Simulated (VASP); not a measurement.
# Zr3S2 (R32) in VASP: further runs

Runs on Zr3S2. Level: PBEsol. Tasks: single point.

Everything below comes from runs of VASP 6.6.1. Logs are shortened: lines on timing, memory, paths and dates and some standing lists are left out, and cuts for length are marked.

## Step 1: The cell of the first run

Symmetry: R32, No. 155, trigonal system. The conventional cell has a = 5.573 Å, b = 5.573 Å, c = 10.463 Å, α = 90.00°, β = 90.00°, γ = 120.00°. Zr (site symmetry 2) has 4 S at 2.55 to 2.56 Å and 6 Zr at 3.19 to 3.27 Å within 3.4 Å. Within 3.4 Å of S (site symmetry 3) lie 6 Zr at 2.55 to 2.56 Å and 3 S at 3.22 Å.

## Step 2: Single point, PBEsol

The input, INCAR:

```
PREC = Accurate
ENCUT = 520
EDIFF = 1E-7
ISMEAR = -1
SIGMA = 0.05
LREAL = False
LASPH = True
NELM = 100
ALGO = Normal
ISIF = 2
LWAVE = False
LCHARG = True
GGA = PS
LELF = True
LVHAR = True
NBANDS = 32
```

The input, KPOINTS:

```
regular mesh
0
Gamma
  5 5 5
```

The input, POSCAR:

```
Zr3S2
1.0
    2.7864364538      1.6087498367      3.4877732718
   -2.7864364538      1.6087498367      3.4877732718
    0.0000000000     -3.2174996733      3.4877732718
Zr S
3 2
Direct
    0.8387270000      0.5000000000      0.1612730000
    0.5000000000      0.1612730000      0.8387270000
    0.1612730000      0.8387270000      0.5000000000
    0.6650230000      0.6650230000      0.6650230000
    0.3349770000      0.3349770000      0.3349770000
```

Potentials or basis: VASP PAW PBE potentials, release 64 (Zr_sv, S).

Launch:

```bash
cat potpaw_PBE.64/Zr_sv/POTCAR potpaw_PBE.64/S/POTCAR > POTCAR
mpirun -np 1 vasp_std > vasp.out
```

OUTCAR:

```text
PREC = Accurate
   ENCUT = 520
   EDIFF = 1E-7
   ISMEAR = -1
   LREAL = False
   LASPH = True
   NELM = 100
   ISIF = 2
   GGA = PS

 ion  position               nearest neighbor table
   1  0.839  0.500  0.161-   4 2.55   5 2.55   4 2.56   5 2.56   3 3.19   3 3.19   2 3.19   2 3.19
                             2 3.27   3 3.27   3 3.49   2 3.49
   2  0.500  0.161  0.839-   5 2.55   4 2.55   5 2.56   4 2.56   3 3.19   3 3.19   1 3.19   1 3.19
                             1 3.27   3 3.27   3 3.49   1 3.49
   3  0.161  0.839  0.500-   4 2.55   5 2.55   4 2.56   5 2.56   2 3.19   1 3.19   1 3.19   2 3.19
                             1 3.27   2 3.27   1 3.49   2 3.49
   4  0.665  0.665  0.665-   1 2.55   2 2.55   3 2.55   1 2.56   3 2.56   2 2.56
   5  0.335  0.335  0.335-   2 2.55   1 2.55   3 2.55   2 2.56   3 2.56   1 2.56

  LATTYP: Found a trigonal (rhomboedric) cell.
 ALAT       =     4.7451940470
 COS(alpha) =     0.3103633584

  Lattice vectors:

 A1 = (   2.7864364538,   1.6087498367,   3.4877732718)
 A2 = (  -2.7864364538,   1.6087498367,   3.4877732718)
 A3 = (   0.0000000000,  -3.2174996733,   3.4877732718)

Analysis of symmetry for initial positions (statically):
=====================================================================
 Subroutine PRICEL returns:
 Original cell was already a primitive cell.

 Routine SETGRP: Setting up the symmetry group for a
 trigonal (rhombohedral) supercell.

 Subroutine GETGRP returns: Found  6 space group operations
 (whereof  6 operations were pure point group operations)
 out of a pool of 12 trial point group operations.

The static configuration has the point symmetry D_3 .

Analysis of symmetry for dynamics (positions and initial velocities):
=====================================================================
 Subroutine PRICEL returns:
 Original cell was already a primitive cell.

 Routine SETGRP: Setting up the symmetry group for a
 trigonal (rhombohedral) supercell.

 Subroutine GETGRP returns: Found  6 space group operations
 (whereof  6 operations were pure point group operations)
 out of a pool of 12 trial point group operations.

The dynamic configuration has the point symmetry D_3 .

 Subroutine INISYM returns: Found  6 space group operations
 (whereof  6 operations are pure point group operations),
 and found     1 'primitive' translations

----------------------------------------------------------------------------------------

                                     Primitive cell

  volume of cell :      93.8074

  direct lattice vectors                    reciprocal lattice vectors
     2.786436454  1.608749837  3.487773272     0.179440661  0.103600114  0.095571962
    -2.786436454  1.608749837  3.487773272    -0.179440661  0.103600114  0.095571962
     0.000000000 -3.217499673  3.487773272     0.000000000 -0.207200228  0.095571962

  length of vectors
     4.745194047  4.745194047  4.745194047     0.228179610  0.228179610  0.228179610

  position of ions in fractional coordinates (direct lattice)
     0.838727000  0.500000000  0.161273000
     0.500000000  0.161273000  0.838727000
     0.161273000  0.838727000  0.500000000
     0.665023000  0.665023000  0.665023000
     0.334977000  0.334977000  0.334977000

  ion indices of the primitive-cell ions
   primitive index   ion index
                 1           1
                 2           2
                 3           3
                 4           4
                 5           5

----------------------------------------------------------------------------------------

 KPOINTS: regular mesh

Automatic generation of k-mesh.
 Grid dimensions read from file:
 generate k-points for:    5    5    5

 Generating k-lattice:

  Cartesian coordinates                     Fractional coordinates (reciprocal lattice)
     0.035888132  0.020720023  0.019114392     0.200000000  0.000000000  0.000000000
    -0.035888132  0.020720023  0.019114392     0.000000000  0.200000000  0.000000000
     0.000000000 -0.041440046  0.019114392    -0.000000000 -0.000000000  0.200000000

  Length of vectors
     0.045635922  0.045635922  0.045635922

  Shift w.r.t. Gamma in fractional coordinates (k-lattice)
     0.000000000  0.000000000  0.000000000

 Subroutine IBZKPT returns following result:
 ===========================================

 Found     19 irreducible k-points:

 Following reciprocal coordinates:
            Coordinates               Weight
  0.000000  0.000000  0.000000      1.000000
  0.200000  0.000000  0.000000      6.000000
  0.400000  0.000000  0.000000      6.000000
  0.200000  0.200000  0.000000      6.000000
  0.400000  0.200000  0.000000     12.000000
 -0.400000  0.200000 -0.000000     12.000000
[... 11 lines left out ...]
  0.400000  0.400000  0.400000      2.000000
 -0.400000  0.400000  0.400000      6.000000
   k-points           NKPTS =     19   k-points in BZ     NKDIM =     19   number of bands    NBANDS=     32
   number of dos      NEDOS =    301   number of ions     NIONS =      5
   total plane-waves  NPLWV =  46656
   dimension x,y,z NGX =    36 NGY =   36 NGZ =   36
   dimension x,y,z NGXF=    72 NGYF=   72 NGZF=   72
   ions per type =               3   2
   NGX,Y,Z   is equivalent  to a cutoff of  12.61, 12.61, 12.61 a.u.
   NGXF,Y,Z  is equivalent  to a cutoff of  25.22, 25.22, 25.22 a.u.
 SYSTEM =  unknown system
   PREC   = accura    normal or accurate (medium, high low for compatibility)
   ISTART =      0    job   : 0-new  1-cont  2-samecut
   ICHARG =      2    charge: 1-file 2-atom 10-const
   ISPIN  =      1    spin polarized calculation?
   LNONCOLLINEAR =      F non collinear calculations
   LSORBIT =      F    spin-orbit coupling
   LASPH  =      T    aspherical Exc in radial PAW
   ENCUT  =  520.0 eV  38.22 Ry    6.18 a.u.   8.82  8.82  8.82*2*pi/ulx,y,z
   NELM   =    100;   NELMIN=  2; NELMDL= -5     # of ELM steps
   EDIFF  = 0.1E-06   stopping-criterion for ELM
   LREAL  =      F    real-space projection
   EDIFFG = 0.1E-05   stopping-criterion for IOM
   NSW    =      0    number of steps for IOM
   IBRION =     -1    ionic relax: 0-MD 1-quasi-New 2-CG
   NFREE  =      0    steps in history (QN), initial steepest desc. (CG)
   ISIF   =      2    stress and relaxation
   ISYM   =      2    0-nonsym 1-usesym 2-fastsym
   POTIM  = 0.5000    time-step for ionic-motion
   TEBEG  =    0.0;   TEEND  =   0.0 temperature during run
   PSTRESS=    0.0 pullay stress
   NELECT =      48.0000    total number of electrons
   NUPDOWN=      -1.0000    fix difference up-down
   EMIN   =  10.00;   EMAX   =-10.00  energy-range for DOS
   EFERMI =   0.00;   METHOD = LEGACY
   ISMEAR =    -1;   SIGMA  =   0.05  broadening in eV -4-tet -1-fermi 0-gaus
   EFERMI_NEDOS =   21; number of points for ismear=-14 and -15
   IALGO  =     38    algorithm
   IMIX   =      4    mixing-type and parameters
     AMIX     =   0.40;   BMIX     =  1.00
     AMIX_MAG =   1.60;   BMIX_MAG =  1.00
  volume/ion in A,a.u.               =      18.76       126.61
  Fermi-wavevector in a.u.,A,eV,Ry     =   1.309412  2.474429 23.327989  1.714559
  Thomas-Fermi vector in A             =   2.440012
   LORBIT       =      0    0 simple, 1 ext, 2 COOP (PROOUT), +10 PAW based schemes
   GGA     = PS    functional components
   LHFCALC =     F    Hartree Fock is set to
   AEXX    =    0.0000 exact exchange contribution
   IVDW    =     0    specifies the selected vdW correction
   LEPSILON=     F    determine dielectric tensor
   LRPA    =     F    only Hartree local field effects (RPA)
 non-spin polarized calculation
  energy-cutoff  :      520.00
  volume of cell :       93.81
 maximum number of plane-waves:      2543
   NGX = 17   NGY = 17   NGZ = 17

 number of electron      48.0000001 magnetization

 Free energy of the ion-electron system (eV)
  ---------------------------------------------------
  ext. energy  EPLUGINS =         0.00000000
  ---------------------------------------------------
  free energy    TOTEN  =       -41.84371171 eV

  energy without entropy =      -41.82605065  energy(sigma->0) =      -41.83488118

 E-fermi :   9.6626     XC(G=0): -11.4234

 val. band max:        9.6272502864   @ k =   0.2000   0.2000   0.2000
 cond. band min:       9.7396899531   @ k =   0.4000   0.4000   0.0000
 fundamental gap:      0.1124396666
 Fermi energy:         9.6625701295

 k-point     1 :       0.0000    0.0000    0.0000
  band No.  band energies     occupation
      1     -39.0958      2.00000
      2     -38.9715      2.00000
      3     -38.9715      2.00000
      4     -17.3993      2.00000
      5     -17.3597      2.00000
      6     -17.3379      2.00000
[... 24 lines left out ...]
     31      13.3823      0.00000
     32      13.7623      0.00000

 k-point     2 :       0.2000    0.0000    0.0000
  band No.  band energies     occupation
      1     -39.0827      2.00000
      2     -38.9828      2.00000
      3     -38.9731      2.00000
      4     -17.4755      2.00000
      5     -17.4591      2.00000
      6     -17.3502      2.00000
[... 24 lines left out ...]
     31      13.4145      0.00000
     32      13.7455      0.00000

 k-point     3 :       0.4000    0.0000    0.0000
  band No.  band energies     occupation
      1     -39.0497      2.00000
      2     -39.0109      2.00000
      3     -38.9778      2.00000
      4     -17.5429      2.00000
      5     -17.4320      2.00000
      6     -17.3647      2.00000
[... 24 lines left out ...]
     31      13.4640      0.00000
     32      13.6950      0.00000

 k-point     4 :       0.2000    0.2000    0.0000
  band No.  band energies     occupation
      1     -39.0801      2.00000
      2     -38.9837      2.00000
      3     -38.9745      2.00000
      4     -17.5300      2.00000
      5     -17.4213      2.00000
      6     -17.3814      2.00000
[... 24 lines left out ...]
     31      13.5390      0.00000
     32      13.6591      0.00000

 k-point     5 :       0.4000    0.2000    0.0000
  band No.  band energies     occupation
      1     -39.0552      2.00000
      2     -38.9994      2.00000
      3     -38.9834      2.00000
      4     -17.5442      2.00000
      5     -17.4630      2.00000
      6     -17.4021      2.00000
[... 409 lines left out ...]
     31      13.1269      0.00000
     32      13.4083      0.00000

 k-point    17 :      -0.4000   -0.4000    0.2000
  band No.  band energies     occupation
      1     -39.0330      2.00000
      2     -39.0107      2.00000
      3     -38.9935      2.00000
      4     -17.6469      2.00000
      5     -17.5208      2.00000
      6     -17.3467      2.00000
[... 24 lines left out ...]
     31      13.2038      0.00000
     32      13.3594      0.00000

 k-point    18 :       0.4000    0.4000    0.4000
  band No.  band energies     occupation
      1     -39.0761      2.00000
      2     -38.9847      2.00000
      3     -38.9752      2.00000
      4     -17.6516      2.00000
      5     -17.4170      2.00000
      6     -17.3519      2.00000
[... 24 lines left out ...]
     31      12.6457      0.00000
     32      12.6590      0.00000

 k-point    19 :      -0.4000    0.4000    0.4000
  band No.  band energies     occupation
      1     -39.0624      2.00000
      2     -38.9901      2.00000
      3     -38.9837      2.00000
      4     -17.6594      2.00000
      5     -17.5149      2.00000
      6     -17.4099      2.00000
[... 24 lines left out ...]
     31      12.8528      0.00000
     32      13.2420      0.00000

------------------------ aborting loop because EDIFF is reached ----------------------------------------

  FORCE on cell =-STRESS in cart. coord.  units (eV):
  Direction    XX          YY          ZZ          XY          YZ          ZX
  --------------------------------------------------------------------------------------
  -------------------------------------------------------------------------------------
  Total        4.0841325      4.0841325      1.4409580      0.0000000      0.0000000      0.0000000
  in kB       69.7546639     69.7546639     24.6107452      0.0000000      0.0000000      0.0000000
  external PRESSURE =      54.7066910 kB  Pullay stress =       0.0000000 kB

 VOLUME and BASIS-vectors are now :
 -----------------------------------------------------------------------------
  energy-cutoff  :      520.00
  volume of cell :       93.81
      direct lattice vectors                 reciprocal lattice vectors
     2.786436454  1.608749837  3.487773272     0.179440661  0.103600114  0.095571962
    -2.786436454  1.608749837  3.487773272    -0.179440661  0.103600114  0.095571962
     0.000000000 -3.217499673  3.487773272     0.000000000 -0.207200228  0.095571962

 POSITION                                       TOTAL-FORCE (eV/Angst)
 -----------------------------------------------------------------------------------
      0.94384      1.63478      5.23166         0.059267      0.102654      0.000000
      0.94384     -1.63478      5.23166         0.059267     -0.102654      0.000000
     -1.88768      0.00000      5.23166        -0.118534      0.000000     -0.000000
      0.00000      0.00000      6.95835        -0.000000     -0.000000     -0.022757
      0.00000      0.00000      3.50497        -0.000000      0.000000      0.022757
 -----------------------------------------------------------------------------------
    total drift:                                0.000000      0.000000      0.000000

  FREE ENERGIE OF THE ION-ELECTRON SYSTEM (eV)
  ---------------------------------------------------
  free  energy   TOTEN  =       -41.8437117129 eV

  energy  without entropy=      -41.8260506498  energy(sigma->0) =      -41.83488118
```

It took 62 s on 1 thread of Intel Xeon Platinum 8488C (Sapphire Rapids), shared host; peak memory 0.21 GiB.

Results:

```yaml
Free_energy: -41.8437 eV
Pressure: 5.5 GPa
Largest_force: 0.119 eV/Å
Band_gap_on_the_k_mesh: zero (band 24 reaches 9.80 eV, above the bottom of band 25 at 9.57 eV)
```

Forces in eV/Å, atoms in the order of the input:
```
Zr   0.059  0.103  0.000
Zr   0.059 -0.103  0.000
Zr  -0.119  0.000  0.000
S    0.000  0.000 -0.023
S    0.000  0.000  0.023
```

Levels at points of the mesh, in eV from the Fermi level:
```
           k point  band 20  band 21  band 22  band 23  band 24  band 25  band 26  band 27  band 28  band 29
(0.00, 0.00, 0.00)    -4.01    -2.78    -1.95     0.14     0.14     0.75     0.75     2.03     3.05     3.05
```

Caveat: the PAW data sets were made with another functional, which shifts forces and pressure a little.

(Part 1 of 2 ends here.)
